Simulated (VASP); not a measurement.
# TaTi3 (Fm-3m) in VASP: a series of runs, part 2 of 2

VASP 6.6.1.

## Step 5: Single point, LDA

This run uses another cell than the first one, of 17.43 Å³/atom, 1.064 times its volume.

File INCAR:

```
SYSTEM = TaTi3
PREC = Accurate
ENCUT = 520
EDIFF = 1E-7
ISMEAR = -1
SIGMA = 0.1
LREAL = .False.
LASPH = .True.
NELM = 80
ALGO = Normal
ISIF = 2
LWAVE = .False.
LCHARG = .False.
NBANDS = 32
```

File KPOINTS:

```
regular mesh
0
Gamma
  6 6 6
  0 0 0
```

File POSCAR:

```
TaTi3
1.0
    0.0000000000      3.2665280000      3.2665280000
    3.2665280000      0.0000000000      3.2665280000
    3.2665280000      3.2665280000      0.0000000000
Ti Ta
3 1
Direct
    0.2500000000      0.2500000000      0.2500000000
    0.7500000000      0.7500000000      0.7500000000
    0.5000000000      0.5000000000      0.5000000000
    0.0000000000      0.0000000000      0.0000000000
```

Potentials or basis: VASP PAW LDA potentials, release 64 (Ti_sv, Ta_pv).

Launch:

```console
cat potpaw_LDA.64/Ti_sv/POTCAR potpaw_LDA.64/Ta_pv/POTCAR > POTCAR
mpirun -np 1 vasp_std > vasp.out
```

OUTCAR:

```text
SYSTEM = TaTi3
   PREC = Accurate
   ENCUT = 520
   EDIFF = 1E-7
   ISMEAR = -1
   LREAL = .False.
   LASPH = .True.
   NELM = 80
   ISIF = 2

 ion  position               nearest neighbor table
   1  0.250  0.250  0.250-   4 2.83   4 2.83   4 2.83   3 2.83   4 2.83   3 2.83   3 2.83   3 2.83

   2  0.750  0.750  0.750-   3 2.83   3 2.83   3 2.83   3 2.83   4 2.83   4 2.83   4 2.83   4 2.83

   3  0.500  0.500  0.500-   1 2.83   1 2.83   1 2.83   1 2.83   2 2.83   2 2.83   2 2.83   2 2.83

   4  0.000  0.000  0.000-   2 2.83   2 2.83   2 2.83   1 2.83   2 2.83   1 2.83   1 2.83   1 2.83

  LATTYP: Found a face centered cubic cell.
 ALAT       =     6.5330560000

  Lattice vectors:

 A1 = (   0.0000000000,   3.2665280000,   3.2665280000)
 A2 = (   3.2665280000,   0.0000000000,   3.2665280000)
 A3 = (   3.2665280000,   3.2665280000,   0.0000000000)

Analysis of symmetry for initial positions (statically):
=====================================================================
 Subroutine PRICEL returns:
 Original cell was already a primitive cell.

 Routine SETGRP: Setting up the symmetry group for a
 face centered cubic supercell.

 Subroutine GETGRP returns: Found 48 space group operations
 (whereof 48 operations were pure point group operations)
 out of a pool of 48 trial point group operations.

The static configuration has the point symmetry O_h .

Analysis of symmetry for dynamics (positions and initial velocities):
=====================================================================
 Subroutine PRICEL returns:
 Original cell was already a primitive cell.

 Routine SETGRP: Setting up the symmetry group for a
 face centered cubic supercell.

 Subroutine GETGRP returns: Found 48 space group operations
 (whereof 48 operations were pure point group operations)
 out of a pool of 48 trial point group operations.

The dynamic configuration has the point symmetry O_h .

 Subroutine INISYM returns: Found 48 space group operations
 (whereof 48 operations are pure point group operations),
 and found     1 'primitive' translations

----------------------------------------------------------------------------------------

                                     Primitive cell

  volume of cell :      69.7090

  direct lattice vectors                    reciprocal lattice vectors
     0.000000000  3.266528000  3.266528000    -0.153067722  0.153067722  0.153067722
     3.266528000  0.000000000  3.266528000     0.153067722 -0.153067722  0.153067722
     3.266528000  3.266528000  0.000000000     0.153067722  0.153067722 -0.153067722

  length of vectors
     4.619568199  4.619568199  4.619568199     0.265121072  0.265121072  0.265121072

  position of ions in fractional coordinates (direct lattice)
     0.250000000  0.250000000  0.250000000
     0.750000000  0.750000000  0.750000000
     0.500000000  0.500000000  0.500000000
     0.000000000  0.000000000  0.000000000

  ion indices of the primitive-cell ions
   primitive index   ion index
                 1           1
                 2           2
                 3           3
                 4           4

----------------------------------------------------------------------------------------

 KPOINTS: regular mesh

Automatic generation of k-mesh.
 Grid dimensions read from file:
 generate k-points for:    6    6    6

 Generating k-lattice:

  Cartesian coordinates                     Fractional coordinates (reciprocal lattice)
    -0.025511287  0.025511287  0.025511287     0.166666667  0.000000000  0.000000000
     0.025511287 -0.025511287  0.025511287     0.000000000  0.166666667  0.000000000
     0.025511287  0.025511287 -0.025511287     0.000000000  0.000000000  0.166666667

  Length of vectors
     0.044186845  0.044186845  0.044186845

  Shift w.r.t. Gamma in fractional coordinates (k-lattice)
     0.000000000  0.000000000  0.000000000

 Subroutine IBZKPT returns following result:
 ===========================================

 Found     16 irreducible k-points:

 Following reciprocal coordinates:
            Coordinates               Weight
  0.000000  0.000000  0.000000      1.000000
  0.166667  0.000000  0.000000      8.000000
  0.333333  0.000000  0.000000      8.000000
  0.500000  0.000000  0.000000      4.000000
  0.166667  0.166667  0.000000      6.000000
  0.333333  0.166667  0.000000     24.000000
[... 8 lines left out ...]
 -0.333333  0.333333  0.166667     24.000000
 -0.333333  0.500000  0.166667     12.000000
   k-points           NKPTS =     16   k-points in BZ     NKDIM =     16   number of bands    NBANDS=     32
   number of dos      NEDOS =    301   number of ions     NIONS =      4
   total plane-waves  NPLWV =  46656
   dimension x,y,z NGX =    36 NGY =   36 NGZ =   36
   dimension x,y,z NGXF=    72 NGYF=   72 NGZF=   72
   ions per type =               3   1
   NGX,Y,Z   is equivalent  to a cutoff of  12.96, 12.96, 12.96 a.u.
   NGXF,Y,Z  is equivalent  to a cutoff of  25.91, 25.91, 25.91 a.u.
 SYSTEM =  TaTi3
   PREC   = accura    normal or accurate (medium, high low for compatibility)
   ISTART =      0    job   : 0-new  1-cont  2-samecut
   ICHARG =      2    charge: 1-file 2-atom 10-const
   ISPIN  =      1    spin polarized calculation?
   LNONCOLLINEAR =      F non collinear calculations
   LSORBIT =      F    spin-orbit coupling
   LASPH  =      T    aspherical Exc in radial PAW
   ENCUT  =  520.0 eV  38.22 Ry    6.18 a.u.   8.59  8.59  8.59*2*pi/ulx,y,z
   NELM   =     80;   NELMIN=  2; NELMDL= -5     # of ELM steps
   EDIFF  = 0.1E-06   stopping-criterion for ELM
   LREAL  =      F    real-space projection
   EDIFFG = 0.1E-05   stopping-criterion for IOM
   NSW    =      0    number of steps for IOM
   IBRION =     -1    ionic relax: 0-MD 1-quasi-New 2-CG
   NFREE  =      0    steps in history (QN), initial steepest desc. (CG)
   ISIF   =      2    stress and relaxation
   ISYM   =      2    0-nonsym 1-usesym 2-fastsym
   POTIM  = 0.5000    time-step for ionic-motion
   TEBEG  =    0.0;   TEEND  =   0.0 temperature during run
   PSTRESS=    0.0 pullay stress
   NELECT =      47.0000    total number of electrons
   NUPDOWN=      -1.0000    fix difference up-down
   EMIN   =  10.00;   EMAX   =-10.00  energy-range for DOS
   EFERMI =   0.00;   METHOD = LEGACY
   ISMEAR =    -1;   SIGMA  =   0.10  broadening in eV -4-tet -1-fermi 0-gaus
   EFERMI_NEDOS =   21; number of points for ismear=-14 and -15
   IALGO  =     38    algorithm
   IMIX   =      4    mixing-type and parameters
     AMIX     =   0.40;   BMIX     =  1.00
     AMIX_MAG =   1.60;   BMIX_MAG =  1.00
  volume/ion in A,a.u.               =      17.43       117.60
  Fermi-wavevector in a.u.,A,eV,Ry     =   1.435526  2.712751 28.038001  2.060735
  Thomas-Fermi vector in A             =   2.554815
   LORBIT       =      0    0 simple, 1 ext, 2 COOP (PROOUT), +10 PAW based schemes
   GGA     = CA    functional components
   LHFCALC =     F    Hartree Fock is set to
   AEXX    =    0.0000 exact exchange contribution
   IVDW    =     0    specifies the selected vdW correction
   LEPSILON=     F    determine dielectric tensor
   LRPA    =     F    only Hartree local field effects (RPA)
 non-spin polarized calculation
  energy-cutoff  :      520.00
  volume of cell :       69.71
 maximum number of plane-waves:      1895
 NGX is ok and might be reduce to    36
   NGX = 17   NGY = 17   NGZ = 17

 number of electron      46.9999990 magnetization

 Free energy of the ion-electron system (eV)
  ---------------------------------------------------
  ext. energy  EPLUGINS =         0.00000000
  ---------------------------------------------------
  free energy    TOTEN  =       -38.16565427 eV

  energy without entropy =      -37.89011036  energy(sigma->0) =      -38.02788231

 E-fermi :   7.2842     XC(G=0): -12.0811

 val. band max:        7.2759718471   @ k =   0.5000   0.5000   0.0000
 cond. band min:       7.2959787185   @ k =  -0.3333   0.1667   0.0000
 fundamental gap:      0.0200068714
 Fermi energy:         7.2841837386

 k-point     1 :       0.0000    0.0000    0.0000
  band No.  band energies     occupation
      1     -48.5843      2.00000
      2     -48.3065      2.00000
      3     -48.3020      2.00000
      4     -26.2791      2.00000
      5     -26.2791      2.00000
      6     -26.2791      2.00000
[... 549 lines left out ...]
     31       9.8145      0.00000
     32      10.4619      0.00000

------------------------ aborting loop because EDIFF is reached ----------------------------------------

  FORCE on cell =-STRESS in cart. coord.  units (eV):
  Direction    XX          YY          ZZ          XY          YZ          ZX
  --------------------------------------------------------------------------------------
  -------------------------------------------------------------------------------------
  Total       -4.0793892     -4.0793892     -4.0793892      0.0000000      0.0000000      0.0000000
  in kB      -93.7597778    -93.7597778    -93.7597778      0.0000000      0.0000000      0.0000000
  external PRESSURE =     -93.7597778 kB  Pullay stress =       0.0000000 kB

 VOLUME and BASIS-vectors are now :
 -----------------------------------------------------------------------------
  energy-cutoff  :      520.00
  volume of cell :       69.71
      direct lattice vectors                 reciprocal lattice vectors
     0.000000000  3.266528000  3.266528000    -0.153067722  0.153067722  0.153067722
     3.266528000  0.000000000  3.266528000     0.153067722 -0.153067722  0.153067722
     3.266528000  3.266528000  0.000000000     0.153067722  0.153067722 -0.153067722

 POSITION                                       TOTAL-FORCE (eV/Angst)
 -----------------------------------------------------------------------------------
      1.63326      1.63326      1.63326         0.000000      0.000000      0.000000
      4.89979      4.89979      4.89979        -0.000000     -0.000000     -0.000000
      3.26653      3.26653      3.26653        -0.000000     -0.000000     -0.000000
      0.00000      0.00000      0.00000        -0.000000     -0.000000     -0.000000
 -----------------------------------------------------------------------------------
    total drift:                                0.000000      0.000000      0.000000

  FREE ENERGIE OF THE ION-ELECTRON SYSTEM (eV)
  ---------------------------------------------------
  free  energy   TOTEN  =       -38.1656542726 eV

  energy  without entropy=      -37.8901103574  energy(sigma->0) =      -38.02788231
```

OSZICAR:

```text
N       E                     dE             d eps       ncg     rms          rms(c)
DAV:   1     0.584025189517E+03    0.58403E+03   -0.23791E+04  1024   0.175E+03
DAV:   2     0.221456770220E+02   -0.56188E+03   -0.54709E+03  1048   0.536E+02
DAV:   3    -0.367939335449E+02   -0.58940E+02   -0.56390E+02  1768   0.147E+02
DAV:   4    -0.422543863203E+02   -0.54605E+01   -0.54228E+01  1544   0.391E+01
DAV:   5    -0.425409732321E+02   -0.28659E+00   -0.28655E+00  1488   0.732E+00    0.195E+01
DAV:   6    -0.417355312324E+02    0.80544E+00   -0.40262E+01  1672   0.460E+01    0.153E+01
DAV:   7    -0.396064831789E+02    0.21290E+01   -0.24943E+01  1496   0.317E+01    0.988E+00
DAV:   8    -0.383616010041E+02    0.12449E+01   -0.58464E+00  1400   0.213E+01    0.480E+00
DAV:   9    -0.381603331259E+02    0.20127E+00   -0.12322E+00  1672   0.796E+00    0.156E+00
DAV:  10    -0.381672548561E+02   -0.69217E-02   -0.18703E-01  1376   0.379E+00    0.731E-01
DAV:  11    -0.381680119855E+02   -0.75713E-03   -0.51352E-02  1480   0.248E+00    0.393E-01
DAV:  12    -0.381658209680E+02    0.21910E-02   -0.10569E-02  1560   0.911E-01    0.109E-01
DAV:  13    -0.381657239503E+02    0.97018E-04   -0.27068E-03  1472   0.410E-01    0.792E-02
DAV:  14    -0.381656592749E+02    0.64675E-04   -0.70140E-04  1392   0.229E-01    0.272E-02
DAV:  15    -0.381656656935E+02   -0.64186E-05   -0.10474E-04  1408   0.103E-01    0.331E-02
DAV:  16    -0.381656541354E+02    0.11558E-04   -0.39664E-05  1368   0.722E-02    0.461E-03
DAV:  17    -0.381656543084E+02   -0.17303E-06   -0.35615E-06  1448   0.145E-02    0.320E-03
DAV:  18    -0.381656542726E+02    0.35849E-07   -0.33374E-07  1168   0.607E-03
   1 F= -.38165654E+02 E0= -.38027882E+02  d E =-.275544E+00
```

Wall time 21 s (1 thread of Intel Xeon 6975P-C (Granite Rapids), shared host); peak memory 0.18 GiB.

Results:

```
Free energy : -38.1657 eV
Pressure    : -9.4 GPa
```

Levels at points of the mesh, in eV from the Fermi level:
```tsv
k point	band 20	band 21	band 22	band 23	band 24	band 25	band 26	band 27
(0.00, 0.00, 0.00)	-1.08	-1.08	-0.49	-0.49	-0.49	0.89	0.89	0.89
(0.50, 0.00, 0.00)	-0.83	-0.83	-0.79	-0.54	-0.54	-0.34	-0.16	-0.16
(0.50, 0.50, 0.00)	-0.72	-0.72	-0.41	-0.01	1.19	1.19	1.21	1.21
```

Caveat: spin-orbit coupling is left out, which moves the levels of the heavy elements.

## Step 6: Single point, LDA

This run uses another cell than the first one, of 17.78 Å³/atom, 1.085 times its volume.

File INCAR:

```
SYSTEM = TaTi3
PREC     = Accurate       ! precision mode
ENCUT    = 520            ! plane-wave cutoff, eV
EDIFF    = 1E-6           ! SCF threshold, eV
ISMEAR   = -1             ! smearing method
SIGMA    = 0.1            ! smearing width, eV
LREAL    = .False.        ! projectors in reciprocal space
LASPH    = .True.         ! aspherical terms in the spheres
NELM     = 80             ! most SCF steps
ALGO     = Normal         ! electronic algorithm
ISIF     = 2              ! what is computed and relaxed
LWAVE    = .False.        ! write WAVECAR
LCHARG   = .True.         ! write CHGCAR
GGA      = CA             ! functional
LELF     = .True.         ! ELF
LVHAR    = .True.       
NBANDS   = 32             ! bands
```

File KPOINTS:

```
Automatic mesh
0
Gamma
  6 6 6
  0 0 0
```

File POSCAR:

```
TaTi3
1.0
    0.0000000000      3.2881612662      3.2881612662
    3.2881612662      0.0000000000      3.2881612662
    3.2881612662      3.2881612662      0.0000000000
Ti Ta
3 1
Direct
    0.2500000000      0.2500000000      0.2500000000
    0.7500000000      0.7500000000      0.7500000000
    0.5000000000      0.5000000000      0.5000000000
    0.0000000000      0.0000000000      0.0000000000
```

Potentials or basis: VASP PAW LDA potentials, release 64 (Ti_sv, Ta_pv).

Launch:

```console
cat potpaw_LDA.64/Ti_sv/POTCAR potpaw_LDA.64/Ta_pv/POTCAR > POTCAR
mpirun -np 1 vasp_std > vasp.out
```

It took 21 s on 1 thread of Intel Xeon 6975P-C (Granite Rapids), shared host; peak memory 0.18 GiB.

Results (log left out):

- Free energy: -38.0755 eV
- Pressure: -11.4 GPa

Levels at points of the mesh, in eV from the Fermi level:
| k point | band 20 | band 21 | band 22 | band 23 | band 24 | band 25 | band 26 | band 27 |
| --- | --- | --- | --- | --- | --- | --- | --- | --- |
| (0.00, 0.00, 0.00) | -1.06 | -1.06 | -0.48 | -0.48 | -0.48 | 0.88 | 0.88 | 0.88 |
| (0.50, 0.00, 0.00) | -0.81 | -0.81 | -0.77 | -0.51 | -0.51 | -0.33 | -0.15 | -0.15 |
| (0.50, 0.50, 0.00) | -0.69 | -0.69 | -0.37 | 0.02 | 1.17 | 1.17 | 1.18 | 1.18 |

Caveat: spin-orbit coupling is left out, which moves the levels of the heavy elements.

## Step 7: Summary

| cell | gap on the mesh (eV) | pressure (GPa) |
| --- | --- | --- |
| a = 4.525 Å, angles 60.0°, 4 atoms | none | -1.9 |
| a = 4.557 Å, angles 60.0°, 4 atoms | none | -4.6 |
| a = 4.589 Å, angles 60.0°, 4 atoms | none | -7.1 |
| a = 4.620 Å, angles 60.0°, 4 atoms | none | -9.4 |
| a = 4.650 Å, angles 60.0°, 4 atoms | none | -11.4 |

Alike in all rows: task single point; level LDA; potentials or basis VASP PAW LDA potentials, release 64 (Ti_sv, Ta_pv); no spin polarisation; k mesh 6 × 6 × 6; cutoff (eV) 520; smearing fermi-dirac 0.1 eV.

Caveats: spin-orbit coupling is left out, which moves the levels of the heavy elements.

Absolute energies hang on the potentials; compare differences alone.
